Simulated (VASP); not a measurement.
# AgPtC4N4: single point with PBE

AgPtC4N4:

```xyz
10
Lattice="6.0125 0.0000 0.0000 0.0000 6.0125 0.0000 0.0000 0.0000 6.0125" Properties=species:S:1:pos:R:3 pbc="T T T"
Ag    3.0063    3.0063    3.0063
Pt    0.0000    0.0000    0.0000
C     1.1068    1.1068    1.1068
C     1.1068    4.9057    4.9057
C     4.9057    1.1068    4.9057
C     4.9057    4.9057    1.1068
N     1.7823    1.7823    1.7823
N     1.7823    4.2302    4.2302
N     4.2302    1.7823    4.2302
N     4.2302    4.2302    1.7823
```

- Program: VASP 6.6.1
- Task: single point
- Functional: PBE
- Potentials or basis: VASP PAW PBE potentials, release 64 (Ag, Pt, C, N)
- Cutoff: 520 eV
- k mesh: 4 × 4 × 4
- Occupations: gaussian, width 0.1 eV
- Spin: collinear spin
- Starting moments: [1.0, 1.0, 0.0, 0.0, 0.0, 0.0, 0.0, 0.0, 0.0, 0.0] μB
- Dipole correction: no
- Further INCAR settings: ALGO = Normal; EDIFF = 1e-06; NBANDS = 44

```yaml
Pressure: 5.1 GPa
Largest_force: 0.592 eV/Å
Net_moment: 2.87 μB per cell
Site_moments: Ag +0.23; Pt +1.12; C +0.07; N +0.16 μB
Valence_electrons_inside_the_program's_atomic_spheres: Ag 9.84; Pt 9.94; C 2.62; N 3.85
```

Forces in eV/Å, atoms in the order of the input:
```
Ag   0.000  0.000  0.000
Pt   0.000  0.000  0.000
C    0.342  0.342  0.342
C    0.342 -0.342 -0.342
C   -0.342  0.342 -0.342
C   -0.342 -0.342  0.342
N    0.219  0.219  0.219
N    0.219 -0.219 -0.219
N   -0.219  0.219 -0.219
N   -0.219 -0.219  0.219
```

Levels at points of the mesh, in eV from the Fermi level:
Spin up:
```tsv
k point	band 27	band 28	band 29	band 30	band 31	band 32	band 33	band 34
(0.00, 0.00, 0.00)	-1.12	-0.69	-0.69	-0.69	5.13	5.13	5.13	5.30
(0.50, 0.00, 0.00)	-0.91	-0.41	-0.11	-0.11	4.77	4.77	5.28	5.30
(0.50, 0.50, 0.00)	-0.93	-0.44	-0.15	-0.15	4.95	4.95	5.19	5.21
(0.50, 0.50, 0.50)	-1.07	-0.62	-0.62	-0.62	5.21	5.21	5.21	5.35
```
Spin down:
```
           k point  band 23  band 24  band 25  band 26  band 27  band 28  band 29  band 30  band 31  band 32
(0.00, 0.00, 0.00)    -1.43    -1.43    -0.89    -0.89    -0.89    -0.04    -0.04    -0.04     5.41     5.48
(0.50, 0.00, 0.00)    -2.03    -1.89    -1.19    -1.19    -0.68     0.21     0.45     0.45     5.05     5.05
(0.50, 0.50, 0.00)    -1.91    -1.83    -1.12    -1.12    -0.70     0.20     0.42     0.42     5.20     5.20
(0.50, 0.50, 0.50)    -1.28    -1.28    -0.84    -0.84    -0.84     0.05     0.05     0.05     5.50     5.50
```

It took 98 s on 1 thread of Intel(R) Xeon(R) 6975P-C (Granite Rapids), with other jobs on the host, peak memory 0.49 GiB.

Caveat: the cell stands under pressure; spin-orbit coupling is left out, which moves the levels of the heavy elements.
